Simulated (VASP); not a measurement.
# WS2 in VASP: notebook

WS2 is run at these levels: PBE+D3(BJ); tasks: single point.

All numbers are computed with VASP 6.6.1; they aren't measurements. Logs are shortened: lines on timing, memory, paths and dates and some standing lists are left out, and cuts for length are marked.

## 1. The cell of the first run

The cell holds a slab with vacuum, 3 atoms: a = 3.349 Å, b = 3.349 Å, c = 32.291 Å, α = 90.00°, β = 90.00°, γ = 120.00°.

## 2. Single point, PBE+D3(BJ)

The input, INCAR:

```
SYSTEM = WS2
ALGO = Normal
DIPOL = 0.5 0.5 0.500
EDIFF = 1E-6
ENCUT = 520
GGA = PE
IDIPOL = 3
ISIF = 2
ISMEAR = 0
IVDW = 12
LASPH = .TRUE.
LCHARG = .FALSE.
LDIPOL = .TRUE.
LREAL = .FALSE.
LWAVE = .FALSE.
NBANDS = 20
NELM = 100
PREC = Accurate
SIGMA = 0.02
```

The input, KPOINTS:

```
k-points
0
G
  12 12 1
  0 0 0
```

The input, POSCAR:

```
WS2
1.0
    3.3490000000      0.0000000000      0.0000000000
   -1.6745000000      2.9003190773      0.0000000000
    0.0000000000      0.0000000000     32.2910878415
S W
2 1
Direct
    0.3333333333      0.6666666667      0.4473909859
    0.3333333333      0.6666666667      0.5526212592
    0.6666666667      0.3333333333      0.5000061200
```

Potentials or basis: VASP PAW PBE potentials, release 64 (S, W_sv).

Started as:

```console
$ cat potpaw_PBE.64/S/POTCAR potpaw_PBE.64/W_sv/POTCAR > POTCAR
$ mpirun -np 1 vasp_std > vasp.out
```

OUTCAR:

```text
SYSTEM = WS2
   EDIFF = 1E-6
   ENCUT = 520
   GGA = PE
   ISIF = 2
   ISMEAR = 0
   IVDW = 12
   LASPH = .TRUE.
   LREAL = .FALSE.
   NELM = 100
   PREC = Accurate
 IVDW          = 12

 ion  position               nearest neighbor table
   1  0.333  0.667  0.447-   3 2.57   3 2.57   3 2.57
   2  0.333  0.667  0.553-   3 2.57   3 2.57   3 2.57
   3  0.667  0.333  0.500-   1 2.57   1 2.57   1 2.57   2 2.57   2 2.57   2 2.57

  LATTYP: Found a hexagonal cell.
 ALAT       =     3.3490000000
 C/A-ratio  =     9.6420089106

  Lattice vectors:

 A1 = (   3.3490000000,   0.0000000000,   0.0000000000)
 A2 = (  -1.6745000000,   2.9003190773,   0.0000000000)
 A3 = (   0.0000000000,   0.0000000000,  32.2910878415)

Analysis of symmetry for initial positions (statically):
=====================================================================
 Subroutine PRICEL returns:
 Original cell was already a primitive cell.

 Routine SETGRP: Setting up the symmetry group for a
 hexagonal supercell.

 Subroutine GETGRP returns: Found 12 space group operations
 (whereof  6 operations were pure point group operations)
 out of a pool of 24 trial point group operations.

The static configuration has the point symmetry C_3v.
 The point group associated with its full space group is D_3h.

Analysis of symmetry for dynamics (positions and initial velocities):
=====================================================================
 Subroutine PRICEL returns:
 Original cell was already a primitive cell.

 Routine SETGRP: Setting up the symmetry group for a
 hexagonal supercell.

 Subroutine GETGRP returns: Found 12 space group operations
 (whereof  6 operations were pure point group operations)
 out of a pool of 24 trial point group operations.

The dynamic configuration has the point symmetry C_3v.
 The point group associated with its full space group is D_3h.

 Subroutine INISYM returns: Found 12 space group operations
 (whereof  6 operations are pure point group operations),
 and found     1 'primitive' translations

----------------------------------------------------------------------------------------

                                     Primitive cell

  volume of cell :     313.6488

  direct lattice vectors                    reciprocal lattice vectors
     3.349000000  0.000000000  0.000000000     0.298596596  0.172394825  0.000000000
    -1.674500000  2.900319077  0.000000000     0.000000000  0.344789650  0.000000000
     0.000000000  0.000000000 32.291087842     0.000000000  0.000000000  0.030968297

  length of vectors
     3.349000000  3.349000000 32.291087842     0.344789650  0.344789650  0.030968297

  position of ions in fractional coordinates (direct lattice)
     0.333333333  0.666666667  0.447390986
     0.333333333  0.666666667  0.552621259
     0.666666667  0.333333333  0.500006120

  ion indices of the primitive-cell ions
   primitive index   ion index
                 1           1
                 2           2
                 3           3

----------------------------------------------------------------------------------------

 KPOINTS: k-points

Automatic generation of k-mesh.
 Grid dimensions read from file:
 generate k-points for:   12   12    1

 Generating k-lattice:

  Cartesian coordinates                     Fractional coordinates (reciprocal lattice)
     0.024883050  0.014366235  0.000000000     0.083333333  0.000000000  0.000000000
     0.000000000  0.028732471  0.000000000     0.000000000  0.083333333  0.000000000
     0.000000000  0.000000000  0.030968297     0.000000000  0.000000000  1.000000000

  Length of vectors
     0.028732471  0.028732471  0.030968297

  Shift w.r.t. Gamma in fractional coordinates (k-lattice)
     0.000000000  0.000000000  0.000000000

 Subroutine IBZKPT returns following result:
 ===========================================

 Found     19 irreducible k-points:

 Following reciprocal coordinates:
            Coordinates               Weight
  0.000000  0.000000  0.000000      1.000000
  0.083333 -0.000000  0.000000      6.000000
  0.166667 -0.000000  0.000000      6.000000
  0.250000 -0.000000  0.000000      6.000000
  0.333333 -0.000000  0.000000      6.000000
  0.416667  0.000000  0.000000      6.000000
[... 11 lines left out ...]
  0.333333  0.250000  0.000000     12.000000
  0.333333  0.333333  0.000000      2.000000
   k-points           NKPTS =     19   k-points in BZ     NKDIM =     19   number of bands    NBANDS=     20
   number of dos      NEDOS =    301   number of ions     NIONS =      3
   total plane-waves  NPLWV = 188160
   dimension x,y,z NGX =    28 NGY =   28 NGZ =  240
   dimension x,y,z NGXF=    56 NGYF=   56 NGZF=  480
   ions per type =               2   1
   NGX,Y,Z   is equivalent  to a cutoff of  13.90, 13.90, 12.36 a.u.
   NGXF,Y,Z  is equivalent  to a cutoff of  27.80, 27.80, 24.71 a.u.
 SYSTEM =  WS2
   PREC   = accura    normal or accurate (medium, high low for compatibility)
   ISTART =      0    job   : 0-new  1-cont  2-samecut
   ICHARG =      2    charge: 1-file 2-atom 10-const
   ISPIN  =      1    spin polarized calculation?
   LNONCOLLINEAR =      F non collinear calculations
   LSORBIT =      F    spin-orbit coupling
   LASPH  =      T    aspherical Exc in radial PAW
   ENCUT  =  520.0 eV  38.22 Ry    6.18 a.u.   6.23  6.23 60.04*2*pi/ulx,y,z
   NELM   =    100;   NELMIN=  2; NELMDL= -5     # of ELM steps
   EDIFF  = 0.1E-05   stopping-criterion for ELM
   LREAL  =      F    real-space projection
   EDIFFG = 0.1E-04   stopping-criterion for IOM
   NSW    =      0    number of steps for IOM
   IBRION =     -1    ionic relax: 0-MD 1-quasi-New 2-CG
   NFREE  =      0    steps in history (QN), initial steepest desc. (CG)
   ISIF   =      2    stress and relaxation
   ISYM   =      2    0-nonsym 1-usesym 2-fastsym
   POTIM  = 0.5000    time-step for ionic-motion
   TEBEG  =    0.0;   TEEND  =   0.0 temperature during run
   PSTRESS=    0.0 pullay stress
   NELECT =      26.0000    total number of electrons
   NUPDOWN=      -1.0000    fix difference up-down
   EMIN   =  10.00;   EMAX   =-10.00  energy-range for DOS
   EFERMI =   0.00;   METHOD = LEGACY
   ISMEAR =     0;   SIGMA  =   0.02  broadening in eV -4-tet -1-fermi 0-gaus
   EFERMI_NEDOS =   21; number of points for ismear=-14 and -15
   IALGO  =     38    algorithm
   IMIX   =      4    mixing-type and parameters
     AMIX     =   0.40;   BMIX     =  1.00
     AMIX_MAG =   1.60;   BMIX_MAG =  1.00
  volume/ion in A,a.u.               =     104.55       705.54
  Fermi-wavevector in a.u.,A,eV,Ry     =   0.713813  1.348912  6.932572  0.509530
  Thomas-Fermi vector in A             =   1.801550
   LORBIT       =      0    0 simple, 1 ext, 2 COOP (PROOUT), +10 PAW based schemes
   GGA     = PE    functional components
   LHFCALC =     F    Hartree Fock is set to
   AEXX    =    0.0000 exact exchange contribution
   IVDW    =    12    specifies the selected vdW correction
   LEPSILON=     F    determine dielectric tensor
   LRPA    =     F    only Hartree local field effects (RPA)
 non-spin polarized calculation
 Gauss-broadening in eV      SIGMA  =   0.02
  energy-cutoff  :      520.00
  volume of cell :      313.65
 maximum number of plane-waves:      8485
 NGX is ok and might be reduce to    28
   NGX = 13   NGY = 13   NGZ =121

 dipolmoment           0.000000      0.000000      0.000001 electrons x Angstroem

 number of electron      26.0000000 magnetization

 dipolmoment           0.000000      0.000000     -0.000001 electrons x Angstroem

 Free energy of the ion-electron system (eV)
  ---------------------------------------------------
  ext. energy  EPLUGINS =         0.00000000
  ---------------------------------------------------
  free energy    TOTEN  =       -22.92814284 eV

  energy without entropy =      -22.92814284  energy(sigma->0) =      -22.92814284

 E-fermi :  -3.4196     XC(G=0):  -2.3637

 val. band max:       -3.5365573851   @ k =   0.3333   0.3333   0.0000
 cond. band min:      -1.9880901254   @ k =   0.3333   0.3333   0.0000
 fundamental gap:      1.5484672597
 Fermi energy:        -3.4195630702

 k-point     1 :       0.0000    0.0000    0.0000
  band No.  band energies     occupation
      1     -78.0298      2.00000
      2     -42.1113      2.00000
      3     -42.0541      2.00000
      4     -42.0541      2.00000
      5     -17.2539      2.00000
      6     -16.2037      2.00000
[... 12 lines left out ...]
     19       1.8066      0.00000
     20       1.9698      0.00000

 k-point     2 :       0.0833   -0.0000    0.0000
  band No.  band energies     occupation
      1     -78.0293      2.00000
      2     -42.1094      2.00000
      3     -42.0657      2.00000
      4     -42.0569      2.00000
      5     -17.1679      2.00000
      6     -16.1625      2.00000
[... 12 lines left out ...]
     19       1.9356      0.00000
     20       2.1291      0.00000

 k-point     3 :       0.1667   -0.0000    0.0000
  band No.  band energies     occupation
      1     -78.0280      2.00000
      2     -42.1043      2.00000
      3     -42.0973      2.00000
      4     -42.0646      2.00000
      5     -16.9231      2.00000
      6     -16.0456      2.00000
[... 12 lines left out ...]
     19       2.3016      0.00000
     20       2.5715      0.00000

 k-point     4 :       0.2500   -0.0000    0.0000
  band No.  band energies     occupation
      1     -78.0262      2.00000
      2     -42.1401      2.00000
      3     -42.0972      2.00000
      4     -42.0750      2.00000
      5     -16.5606      2.00000
      6     -15.8742      2.00000
[... 314 lines left out ...]
 k-point    18 :       0.3333    0.2500    0.0000
  band No.  band energies     occupation
      1     -78.0220      2.00000
      2     -42.1951      2.00000
      3     -42.1454      2.00000
      4     -42.0806      2.00000
      5     -15.5317      2.00000
      6     -15.3866      2.00000
[... 12 lines left out ...]
     19       3.4410      0.00000
     20       5.2309      0.00000

 k-point    19 :       0.3333    0.3333    0.0000
  band No.  band energies     occupation
      1     -78.0217      2.00000
      2     -42.1799      2.00000
      3     -42.1678      2.00000
      4     -42.0796      2.00000
      5     -15.4673      2.00000
      6     -15.3532      2.00000
[... 12 lines left out ...]
     19       3.0036      0.00000
     20       5.4969      0.00000

------------------------ aborting loop because EDIFF is reached ----------------------------------------

 vacuum level on the upper side and lower side of the slab       (xc-potential included)        -0.008        -0.008

 Edisp (eV)   -0.79994

 E8    (eV) :    -0.3597

  FORCE on cell =-STRESS in cart. coord.  units (eV):
  Direction    XX          YY          ZZ          XY          YZ          ZX
  --------------------------------------------------------------------------------------
  -------------------------------------------------------------------------------------
  Total      -7.76352    -7.76352    -9.36805     0.00000     0.00000     0.00000
  in kB     -39.65752   -39.65752   -47.85375     0.00000     0.00000     0.00000
  external pressure =      -42.39 kB  Pullay stress =        0.00 kB

 VOLUME and BASIS-vectors are now :
 -----------------------------------------------------------------------------
  energy-cutoff  :      520.00
  volume of cell :      313.65
      direct lattice vectors                 reciprocal lattice vectors
     3.349000000  0.000000000  0.000000000     0.298596596  0.172394825  0.000000000
    -1.674500000  2.900319077  0.000000000     0.000000000  0.344789650  0.000000000
     0.000000000  0.000000000 32.291087842     0.000000000  0.000000000  0.030968297

 POSITION                                       TOTAL-FORCE (eV/Angst)
 -----------------------------------------------------------------------------------
     -0.00000      1.93355     14.44674        -0.000000      0.000000      2.749758
     -0.00000      1.93355     17.84474        -0.000000      0.000000     -2.749758
      1.67450      0.96677     16.14574         0.000000     -0.000000     -0.000000
 -----------------------------------------------------------------------------------
    total drift:                               -0.000000      0.000000     -0.000155

  FREE ENERGIE OF THE ION-ELECTRON SYSTEM (eV)
  ---------------------------------------------------
  free  energy   TOTEN  =       -23.7280876787 eV

  energy  without entropy=      -23.7280876787  energy(sigma->0) =      -23.72808768

 vacuum level on the upper side and lower side of the slab         2.142         2.142
```

Run time: 2.1 min. Hardware: 1 thread of Intel Xeon 6975P-C (Granite Rapids), shared host; peak memory 0.49 GiB.

Results:

```yaml
Free_energy: -23.7281 eV
Largest_force: 2.750 eV/Å
Band_gap_on_the_k_mesh: 1.55 eV
Dispersion_energy_per_atom: -0.267 eV
```

Forces in eV/Å, atoms in the order of the input:
```
S    0.000  0.000  2.750
S    0.000  0.000 -2.750
W    0.000  0.000  0.000
```

Levels at points of the mesh, in eV from the valence-band top:
```csv
k point,band 11,band 12,band 13,band 14,band 15,band 16
"(0.00, 0.00, 0.00)",-1.34,-1.34,-0.18,2.24,2.24,2.34
"(0.50, 0.00, 0.00)",-2.13,-1.19,-0.82,2.25,2.57,3.35
```

Caveat: spin-orbit coupling is left out, which moves the levels of the heavy elements.

(Continued in part 2 of 2.)
